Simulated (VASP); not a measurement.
# CaF (Cmmm) in VASP: notebook

The runs below take CaF through single point, relaxation of cell and atoms, with PBE.

Everything below comes from runs of VASP 6.6.1. Logs are shortened: lines on timing, memory, paths and dates and some standing lists are left out, and cuts for length are marked.

**1. The cell of the first run**

Symmetry: Cmmm, No. 65, orthorhombic system. The conventional cell has a = 3.806 Å, b = 5.229 Å, c = 3.874 Å, α = 90.00°, β = 90.00°, γ = 90.00°. Ca (site symmetry mmm) has 8 F at 2.72 to 3.25 Å and 4 Ca at 3.23 Å within 3.6 Å. Within 3.6 Å of F (site symmetry mmm) lie 8 Ca at 2.72 to 3.25 Å and 4 F at 3.23 Å.

**2. Single point, PBE**

INCAR

```
PREC = Accurate
ENCUT = 600
EDIFF = 1E-6
ISMEAR = 0
SIGMA = 0.1
LREAL = False
LASPH = True
NELM = 120
ALGO = Normal
ISIF = 2
LWAVE = False
LCHARG = False
GGA = PE
NBANDS = 16
GGA_COMPAT = False
```

KPOINTS

```
Automatic mesh
0
Gamma
  6 6 4
```

POSCAR

```
CaF
1.0
    1.9029334300     -2.6143345200      0.0000000000
    1.9029334300      2.6143345200      0.0000000000
    0.0000000000      0.0000000000      3.8744381100
Ca F
1 1
Direct
    0.0000000000      0.0000000000      0.5000000000
    0.5000000000      0.5000000000      0.0000000000
```

Potentials or basis: VASP PAW PBE potentials, release 64 (Ca_sv, F).

Command:

```
$ cat potpaw_PBE.64/Ca_sv/POTCAR potpaw_PBE.64/F/POTCAR > POTCAR
$ mpirun -np 1 vasp_std > vasp.out
```

OUTCAR:

```text
PREC = Accurate
   ENCUT = 600
   EDIFF = 1E-6
   ISMEAR = 0
   LREAL = False
   LASPH = True
   NELM = 120
   ISIF = 2
   GGA = PE

 ion  position               nearest neighbor table
   1  0.000  0.000  0.500-
   2  0.500  0.500  0.000-

  LATTYP: Found a base centered orthorhombic cell.
 ALAT       =     3.8058668600
 B/A-ratio  =     1.3738444439
 C/A-ratio  =     1.0180172488

  Lattice vectors:

 A1 = (   1.9029334300,  -2.6143345200,   0.0000000000)
 A2 = (   1.9029334300,   2.6143345200,   0.0000000000)
 A3 = (   0.0000000000,   0.0000000000,   3.8744381100)

Analysis of symmetry for initial positions (statically):
=====================================================================
 Subroutine PRICEL returns:
 Original cell was already a primitive cell.

 Routine SETGRP: Setting up the symmetry group for a
 base centered orthorhombic supercell.

 Subroutine GETGRP returns: Found  8 space group operations
 (whereof  8 operations were pure point group operations)
 out of a pool of  8 trial point group operations.

The static configuration has the point symmetry D_2h.

Analysis of symmetry for dynamics (positions and initial velocities):
=====================================================================
 Subroutine PRICEL returns:
 Original cell was already a primitive cell.

 Routine SETGRP: Setting up the symmetry group for a
 base centered orthorhombic supercell.

 Subroutine GETGRP returns: Found  8 space group operations
 (whereof  8 operations were pure point group operations)
 out of a pool of  8 trial point group operations.

The dynamic configuration has the point symmetry D_2h.

 Subroutine INISYM returns: Found  8 space group operations
 (whereof  8 operations are pure point group operations),
 and found     1 'primitive' translations

----------------------------------------------------------------------------------------

                                     Primitive cell

  volume of cell :      38.5499

  direct lattice vectors                    reciprocal lattice vectors
     1.902933430 -2.614334520  0.000000000     0.262752229 -0.191253260  0.000000000
     1.902933430  2.614334520  0.000000000     0.262752229  0.191253260  0.000000000
     0.000000000  0.000000000  3.874438110     0.000000000  0.000000000  0.258101942

  length of vectors
     3.233558508  3.233558508  3.874438110     0.324986989  0.324986989  0.258101942

  position of ions in fractional coordinates (direct lattice)
     0.000000000  0.000000000  0.500000000
     0.500000000  0.500000000  0.000000000

  ion indices of the primitive-cell ions
   primitive index   ion index
                 1           1
                 2           2

----------------------------------------------------------------------------------------

 KPOINTS: Automatic mesh

Automatic generation of k-mesh.
 Grid dimensions read from file:
 generate k-points for:    6    6    4

 Generating k-lattice:

  Cartesian coordinates                     Fractional coordinates (reciprocal lattice)
     0.043792038 -0.031875543  0.000000000     0.166666667  0.000000000  0.000000000
     0.043792038  0.031875543  0.000000000     0.000000000  0.166666667  0.000000000
     0.000000000  0.000000000  0.064525485     0.000000000  0.000000000  0.250000000

  Length of vectors
     0.054164498  0.054164498  0.064525485

  Shift w.r.t. Gamma in fractional coordinates (k-lattice)
     0.000000000  0.000000000  0.000000000

 Subroutine IBZKPT returns following result:
 ===========================================

 Found     39 irreducible k-points:

 Following reciprocal coordinates:
            Coordinates               Weight
  0.000000  0.000000  0.000000      1.000000
  0.166667  0.000000  0.000000      4.000000
  0.333333 -0.000000  0.000000      4.000000
  0.500000  0.000000  0.000000      2.000000
  0.166667  0.166667  0.000000      2.000000
  0.333333  0.166667  0.000000      4.000000
[... 16 lines left out ...]
  0.333333  0.333333  0.250000      4.000000
  0.500000  0.333333  0.250000      8.000000
 [... further k-points ...]
   k-points           NKPTS =     39   k-points in BZ     NKDIM =     39   number of bands    NBANDS=     16
   number of dos      NEDOS =    301   number of ions     NIONS =      2
   total plane-waves  NPLWV =  25088
   dimension x,y,z NGX =    28 NGY =   28 NGZ =   32
   dimension x,y,z NGXF=    56 NGYF=   56 NGZF=   64
   ions per type =               1   1
   NGX,Y,Z   is equivalent  to a cutoff of  14.40, 14.40, 13.73 a.u.
   NGXF,Y,Z  is equivalent  to a cutoff of  28.79, 28.79, 27.46 a.u.
 SYSTEM =  unknown system
   PREC   = accura    normal or accurate (medium, high low for compatibility)
   ISTART =      0    job   : 0-new  1-cont  2-samecut
   ICHARG =      2    charge: 1-file 2-atom 10-const
   ISPIN  =      1    spin polarized calculation?
   LNONCOLLINEAR =      F non collinear calculations
   LSORBIT =      F    spin-orbit coupling
   LASPH  =      T    aspherical Exc in radial PAW
   ENCUT  =  600.0 eV  44.10 Ry    6.64 a.u.   6.46  6.46  7.74*2*pi/ulx,y,z
   NELM   =    120;   NELMIN=  2; NELMDL= -5     # of ELM steps
   EDIFF  = 0.1E-05   stopping-criterion for ELM
   LREAL  =      F    real-space projection
   EDIFFG = 0.1E-04   stopping-criterion for IOM
   NSW    =      0    number of steps for IOM
   IBRION =     -1    ionic relax: 0-MD 1-quasi-New 2-CG
   NFREE  =      0    steps in history (QN), initial steepest desc. (CG)
   ISIF   =      2    stress and relaxation
   ISYM   =      2    0-nonsym 1-usesym 2-fastsym
   POTIM  = 0.5000    time-step for ionic-motion
   TEBEG  =    0.0;   TEEND  =   0.0 temperature during run
   PSTRESS=    0.0 pullay stress
   NELECT =      17.0000    total number of electrons
   NUPDOWN=      -1.0000    fix difference up-down
   EMIN   =  10.00;   EMAX   =-10.00  energy-range for DOS
   EFERMI =   0.00;   METHOD = LEGACY
   ISMEAR =     0;   SIGMA  =   0.10  broadening in eV -4-tet -1-fermi 0-gaus
   EFERMI_NEDOS =   21; number of points for ismear=-14 and -15
   IALGO  =     38    algorithm
   IMIX   =      4    mixing-type and parameters
     AMIX     =   0.40;   BMIX     =  1.00
     AMIX_MAG =   1.60;   BMIX_MAG =  1.00
  volume/ion in A,a.u.               =      19.27       130.07
  Fermi-wavevector in a.u.,A,eV,Ry     =   1.246092  2.354772 21.126369  1.552744
  Thomas-Fermi vector in A             =   2.380285
   LORBIT       =      0    0 simple, 1 ext, 2 COOP (PROOUT), +10 PAW based schemes
   GGA     = PE    functional components
   LHFCALC =     F    Hartree Fock is set to
   AEXX    =    0.0000 exact exchange contribution
   IVDW    =     0    specifies the selected vdW correction
   LEPSILON=     F    determine dielectric tensor
   LRPA    =     F    only Hartree local field effects (RPA)
 non-spin polarized calculation
 Gauss-broadening in eV      SIGMA  =   0.10
  energy-cutoff  :      600.00
  volume of cell :       38.55
 maximum number of plane-waves:      1316
 NGX is ok and might be reduce to    28
   NGX = 13   NGY = 13   NGZ = 15

 number of electron      17.0000000 magnetization

 Free energy of the ion-electron system (eV)
  ---------------------------------------------------
  ext. energy  EPLUGINS =         0.00000000
  ---------------------------------------------------
  free energy    TOTEN  =        -7.83700142 eV

  energy without entropy =       -7.83014561  energy(sigma->0) =       -7.83357352

 E-fermi :   4.3597     XC(G=0):  -9.0087

 val. band max:        4.3418171704   @ k =   0.3333   0.1667   0.0000
 cond. band min:       4.3630941439   @ k =  -0.3333   0.1667   0.2500
 fundamental gap:      0.0212769734
 Fermi energy:         4.3597433831

 k-point     1 :       0.0000    0.0000    0.0000
  band No.  band energies     occupation
      1     -38.2401      2.00000
      2     -20.5538      2.00000
      3     -19.2260      2.00000
      4     -19.0326      2.00000
      5     -18.9862      2.00000
      6      -2.1982      2.00000
[... 8 lines left out ...]
     15      12.8873      0.00000
     16      15.8452      0.00000

 k-point     2 :       0.1667    0.0000    0.0000
  band No.  band energies     occupation
      1     -38.2260      2.00000
      2     -20.5747      2.00000
      3     -19.2104      2.00000
      4     -19.0909      2.00000
      5     -18.9979      2.00000
      6      -2.2301      2.00000
[... 8 lines left out ...]
     15      13.3154      0.00000
     16      14.8541      0.00000

 k-point     3 :       0.3333   -0.0000    0.0000
  band No.  band energies     occupation
      1     -38.1976      2.00000
      2     -20.6266      2.00000
      3     -19.2495      2.00000
      4     -19.1790      2.00000
      5     -18.9620      2.00000
      6      -2.7283      2.00000
[... 8 lines left out ...]
     15      12.4164      0.00000
     16      13.8444      0.00000

 k-point     4 :       0.5000    0.0000    0.0000
  band No.  band energies     occupation
      1     -38.1834      2.00000
      2     -20.6582      2.00000
      3     -19.3215      2.00000
      4     -19.1631      2.00000
      5     -18.9424      2.00000
      6      -2.9961      2.00000
[... 8 lines left out ...]
     15      10.9667      0.00000
     16      13.3082      0.00000

 k-point     5 :       0.1667    0.1667    0.0000
  band No.  band energies     occupation
      1     -38.2100      2.00000
      2     -20.6249      2.00000
      3     -19.1913      2.00000
      4     -19.1191      2.00000
      5     -19.0211      2.00000
      6      -2.4259      2.00000
[... 8 lines left out ...]
     15      13.8174      0.00000
     16      13.9300      0.00000

 k-point     6 :       0.3333    0.1667    0.0000
  band No.  band energies     occupation
      1     -38.1835      2.00000
      2     -20.6383      2.00000
      3     -19.2768      2.00000
      4     -19.1634      2.00000
      5     -19.0160      2.00000
      6      -2.7580      2.00000
[... 8 lines left out ...]
     15      11.7782      0.00000
     16      13.3111      0.00000

 k-point     7 :       0.5000    0.1667    0.0000
  band No.  band energies     occupation
      1     -38.1731      2.00000
      2     -20.6000      2.00000
      3     -19.3592      2.00000
      4     -19.1547      2.00000
      5     -19.0370      2.00000
      6      -2.8408      2.00000
[... 8 lines left out ...]
     15      11.0251      0.00000
     16      13.7424      0.00000

 k-point     8 :      -0.3333    0.1667    0.0000
  band No.  band energies     occupation
      1     -38.1893      2.00000
      2     -20.5368      2.00000
      3     -19.2862      2.00000
      4     -19.1740      2.00000
      5     -19.0783      2.00000
      6      -2.4873      2.00000
[... 8 lines left out ...]
     15      13.3499      0.00000
     16      14.7639      0.00000

 k-point     9 :      -0.1667    0.1667    0.0000
  band No.  band energies     occupation
      1     -38.2157      2.00000
      2     -20.5261      2.00000
      3     -19.2018      2.00000
      4     -19.1151      2.00000
      5     -19.0936      2.00000
      6      -2.1572      2.00000
[... 8 lines left out ...]
     15      13.9226      0.00000
     16      15.5170      0.00000
[... 172 lines left out ...]
 k-point    19 :       0.3333    0.1667    0.2500
  band No.  band energies     occupation
      1     -38.1809      2.00000
      2     -20.5570      2.00000
      3     -19.3072      2.00000
      4     -19.2029      2.00000
      5     -19.0812      2.00000
      6      -2.5971      2.00000
[... 8 lines left out ...]
     15      11.8055      0.00000
     16      12.8710      0.00000

 k-point    20 :       0.5000    0.1667    0.2500
  band No.  band energies     occupation
      1     -38.1705      2.00000
      2     -20.5386      2.00000
      3     -19.4054      2.00000
      4     -19.1817      2.00000
      5     -19.0679      2.00000
      6      -2.7292      2.00000
[... 8 lines left out ...]
     15      10.9492      0.00000
     16      13.1882      0.00000

 k-point    21 :      -0.3333    0.1667    0.2500
  band No.  band energies     occupation
      1     -38.1864      2.00000
      2     -20.5644      2.00000
      3     -19.3236      2.00000
      4     -19.1350      2.00000
      5     -19.0692      2.00000
      6      -2.5384      2.00000
[... 8 lines left out ...]
     15      12.2100      0.00000
     16      13.9612      0.00000

 k-point    22 :      -0.1667    0.1667    0.2500
  band No.  band energies     occupation
      1     -38.2126      2.00000
      2     -20.6163      2.00000
      3     -19.1427      2.00000
      4     -19.0915      2.00000
      5     -19.0881      2.00000
      6      -2.5723      2.00000
[... 8 lines left out ...]
     15      11.5938      0.00000
     16      16.2889      0.00000

 k-point    23 :       0.3333    0.3333    0.2500
  band No.  band energies     occupation
      1     -38.1583      2.00000
      2     -20.5053      2.00000
      3     -19.3869      2.00000
      4     -19.2208      2.00000
      5     -19.1509      2.00000
      6      -2.5208      2.00000
[... 8 lines left out ...]
     15      11.7265      0.00000
     16      12.6205      0.00000

 k-point    24 :       0.5000    0.3333    0.2500
  band No.  band energies     occupation
      1     -38.1498      2.00000
      2     -20.4825      2.00000
      3     -19.4657      2.00000
      4     -19.2355      2.00000
      5     -19.1070      2.00000
      6      -2.5799      2.00000
[... 8 lines left out ...]
     15      11.4120      0.00000
     16      13.3651      0.00000

 [... further k-points ...]

------------------------ aborting loop because EDIFF is reached ----------------------------------------

  FORCE on cell =-STRESS in cart. coord.  units (eV):
  Direction    XX          YY          ZZ          XY          YZ          ZX
  --------------------------------------------------------------------------------------
  -------------------------------------------------------------------------------------
  Total       -1.3828966      2.7004377     -1.2736387      0.0000000      0.0000000      0.0000000
  in kB      -57.4747142    112.2331796    -52.9338353      0.0000000      0.0000000      0.0000000
  external PRESSURE =       0.6082101 kB  Pullay stress =       0.0000000 kB

 VOLUME and BASIS-vectors are now :
 -----------------------------------------------------------------------------
  energy-cutoff  :      600.00
  volume of cell :       38.55
      direct lattice vectors                 reciprocal lattice vectors
     1.902933430 -2.614334520  0.000000000     0.262752229 -0.191253260  0.000000000
     1.902933430  2.614334520  0.000000000     0.262752229  0.191253260  0.000000000
     0.000000000  0.000000000  3.874438110     0.000000000  0.000000000  0.258101942

 POSITION                                       TOTAL-FORCE (eV/Angst)
 -----------------------------------------------------------------------------------
      0.00000      0.00000      1.93722        -0.000000     -0.000000      0.000000
      1.90293      0.00000      0.00000         0.000000      0.000000      0.000000
 -----------------------------------------------------------------------------------
    total drift:                                0.000000      0.000000      0.000000

  FREE ENERGIE OF THE ION-ELECTRON SYSTEM (eV)
  ---------------------------------------------------
  free  energy   TOTEN  =        -7.8370014168 eV

  energy  without entropy=       -7.8301456136  energy(sigma->0) =       -7.83357352
```

It took 11 s on 1 thread of Intel Xeon 6975P-C (Granite Rapids), shared host; peak memory 0.18 GiB.

What came out:

| Item | Value |
| --- | --- |
| Free energy | -7.8370 eV |
| Pressure | 0.1 GPa |

Stress tensor (GPa, compression positive):
```
-5.75  0.00  0.00
 0.00 11.22  0.00
 0.00  0.00 -5.29
```

Caveat: the k points lie up to 0.41 Å⁻¹ apart; an odd number of electrons without spin polarisation forces a metal; a magnetic or distorted state may lie lower.

**3. Single point, PBE**

This run uses another cell than the first one, of 22.81 Å³/atom, 1.183 times its volume.

INCAR

```
SYSTEM = CaF
ALGO = Normal
EDIFF = 1E-6
ENCUT = 600
GGA = PE
GGA_COMPAT = .FALSE.
ISIF = 2
ISMEAR = 0
LASPH = .TRUE.
LCHARG = .FALSE.
LREAL = .FALSE.
LWAVE = .FALSE.
NBANDS = 16
NELM = 120
PREC = Accurate
SIGMA = 0.1
```

KPOINTS

```
k-points
0
G
  6 6 4
  0 0 0
```

POSCAR

```
CaF
1.0
    1.6549541508     -3.9916337339      0.0000000000
    1.6549541508      3.9916337339      0.0000000000
    0.0000000000      0.0000000000      3.4529201249
Ca F
1 1
Direct
    0.0000000000      0.0000000000      0.5000000000
    0.5000000000      0.5000000000      0.0000000000
```

Potentials or basis: VASP PAW PBE potentials, release 64 (Ca_sv, F).

Command:

```
$ cat potpaw_PBE.64/Ca_sv/POTCAR potpaw_PBE.64/F/POTCAR > POTCAR
$ mpirun -np 1 vasp_std > vasp.out
```

Wall time 16 s (1 thread of Intel Xeon 6975P-C (Granite Rapids), shared host); peak memory 0.19 GiB.

Results (log left out):

```yaml
Free_energy: -8.8150 eV
Pressure: 0.2 GPa
```

Levels at points of the mesh, in eV from the Fermi level:
| k point | band 6 | band 7 | band 8 | band 9 | band 10 | band 11 | band 12 | band 13 |
| --- | --- | --- | --- | --- | --- | --- | --- | --- |
| (0.00, 0.00, 0.00) | -7.58 | -7.48 | -7.25 | -2.61 | 0.09 | 1.94 | 2.82 | 3.12 |
| (0.50, 0.00, 0.00) | -8.64 | -8.19 | -7.41 | 0.26 | 1.67 | 2.43 | 2.87 | 3.19 |
| (0.50, 0.50, 0.00) | -7.57 | -7.57 | -7.49 | -0.01 | 0.04 | 1.47 | 2.60 | 3.14 |
| (0.00, 0.00, 0.50) | -8.64 | -8.00 | -7.30 | -0.49 | 1.64 | 2.15 | 2.33 | 3.10 |
| (0.50, 0.00, 0.50) | -7.88 | -7.83 | -7.17 | 0.43 | 1.13 | 2.73 | 2.87 | 4.35 |
| (0.50, 0.50, 0.50) | -8.59 | -8.02 | -7.58 | 0.91 | 1.34 | 1.88 | 3.36 | 3.49 |

Caveat: the k points lie up to 0.45 Å⁻¹ apart; an odd number of electrons without spin polarisation forces a metal; a magnetic or distorted state may lie lower.

**4. Single point, PBE**

This run uses another cell than the first one, of 23.15 Å³/atom, 1.201 times its volume.

INCAR

```
PREC = Accurate
ENCUT = 600
EDIFF = 1E-6
ISMEAR = 0
SIGMA = 0.1
LREAL = False
LASPH = True
NELM = 120
ALGO = Normal
ISIF = 2
LWAVE = False
LCHARG = True
GGA = PE
LELF = True
LVHAR = True
NBANDS = 16
GGA_COMPAT = False
```

KPOINTS

```
Automatic mesh
0
Gamma
  6 6 6
```

POSCAR

```
CaF
1.0
    1.6502480983     -4.0568428821      0.0000000000
    1.6502480983      4.0568428821      0.0000000000
    0.0000000000      0.0000000000      3.4577584592
Ca F
1 1
Direct
    0.0000000000      0.0000000000      0.5000000000
    0.5000000000      0.5000000000      0.0000000000
```

Command:

```
$ cat potpaw_PBE.64/Ca_sv/POTCAR potpaw_PBE.64/F/POTCAR > POTCAR
$ mpirun -np 1 vasp_std > vasp.out
```

Run time: 20 s. Hardware: 1 thread of Intel Xeon 6975P-C (Granite Rapids), shared host; peak memory 0.2 GiB.

It converged, with:

| Property | Result |
| --- | --- |
| Free energy | -8.8062 eV |
| Pressure | 0.1 GPa |

Stress tensor (GPa, compression positive):
```
 0.15  0.00  0.00
 0.00  0.14  0.00
 0.00  0.00 -0.08
```

Levels at points of the mesh, in eV from the Fermi level:
```csv
k point,band 5,band 6,band 7,band 8,band 9,band 10,band 11,band 12
"(0.00, 0.00, 0.00)",-23.83,-7.61,-7.49,-7.27,-2.60,0.04,1.90,2.82
"(0.50, 0.00, 0.00)",-23.53,-8.66,-8.23,-7.42,0.27,1.67,2.39,2.80
"(0.50, 0.50, 0.00)",-23.83,-7.60,-7.58,-7.50,-0.08,-0.01,1.41,2.58
"(0.00, 0.00, 0.50)",-23.40,-8.66,-8.02,-7.33,-0.49,1.63,2.07,2.27
"(0.50, 0.00, 0.50)",-23.80,-7.90,-7.85,-7.18,0.44,1.13,2.68,2.77
"(0.50, 0.50, 0.50)",-23.40,-8.62,-8.03,-7.58,0.90,1.31,1.81,3.24
```

Caveat: an odd number of electrons without spin polarisation forces a metal; a magnetic or distorted state may lie lower.

(Continued in part 2 of 2.)
